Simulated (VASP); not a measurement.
Set up this calculation in VASP 6.6.1, as the native input.

```
Task                   : single point
Functional             : r2SCAN
Potentials or basis    : VASP PAW PBE potentials, release 64 (Sn_d, Se)
Cutoff                 : 520 eV
k mesh                 : 6 × 6 × 4
Occupations            : gaussian, width 0.05 eV
Spin                   : no spin polarisation
Dipole correction      : no
Further INCAR settings : ALGO = Normal; EDIFF = 1e-06; NBANDS = 28
```

System: SnSe, a slab with vacuum.

```
Sn Se
1.0
     4.41468    0.00000    0.00000
     0.00000    4.41468    0.00000
     0.00000    0.00000   11.31954
Sn Se
2 2
Cartesian
  2.2073 0.0000 4.2040
  0.0000 2.2073 7.1155
  2.2073 0.0000 6.9625
  0.0000 2.2073 4.3570
```

This cell differs from its parent crystal: strain +0.030 along x and y, +0.030 along z.

The input as run:

POSCAR

```
SnSe
1.0
    4.4146776633      0.0000000000      0.0000000000
    0.0000000000      4.4146776633      0.0000000000
    0.0000000000      0.0000000000     11.3195444365
Sn Se
2 2
Direct
    0.5000000000      0.0000000000      0.3713940256
    0.0000000000      0.5000000000      0.6286059744
    0.5000000000      0.0000000000      0.6150878817
    0.0000000000      0.5000000000      0.3849121183
```

INCAR.step1

```
PREC = Accurate
ENCUT = 520
ISMEAR = 0
SIGMA = 0.05
LREAL = F
LASPH = T
NELM = 60
NBANDS = 28
GGA = PE
ALGO = Normal
EDIFF = 1E-4
LWAVE = T
LCHARG = F
```

INCAR.step2

```
PREC = Accurate
ENCUT = 520
EDIFF = 1E-6
ISMEAR = 0
SIGMA = 0.05
LREAL = F
LASPH = T
NELM = 60
ALGO = Normal
ISIF = 2
LWAVE = F
LCHARG = F
METAGGA = R2SCAN
LMIXTAU = T
NBANDS = 28
ISTART = 1
```

KPOINTS

```
Automatic mesh
0
Gamma
  6 6 4
```

Potentials or basis: VASP PAW PBE potentials, release 64 (Sn_d, Se).

Run with:

```console
$ cat potpaw_PBE.64/Sn_d/POTCAR potpaw_PBE.64/Se/POTCAR > POTCAR
$ cp INCAR.step1 INCAR
$ mpirun -np 1 vasp_std > vasp.out
$ cp INCAR.step2 INCAR
$ mpirun -np 1 vasp_std > vasp.out
```

Results of the run:

- Largest force: 0.558 eV/Å
- Band gap on the k mesh: 1.83 eV (least direct gap 1.85 eV)

Caveat: the cell differs from its parent crystal (strain +0.030 along x and y, +0.030 along z); the PAW data sets were made with another functional, which shifts forces and pressure a little; spin-orbit coupling is left out, which moves the levels of the heavy elements.

Run time: 15 min on 1 thread of Intel Xeon 8259CL, on a shared host, peak memory 0.46 GiB.
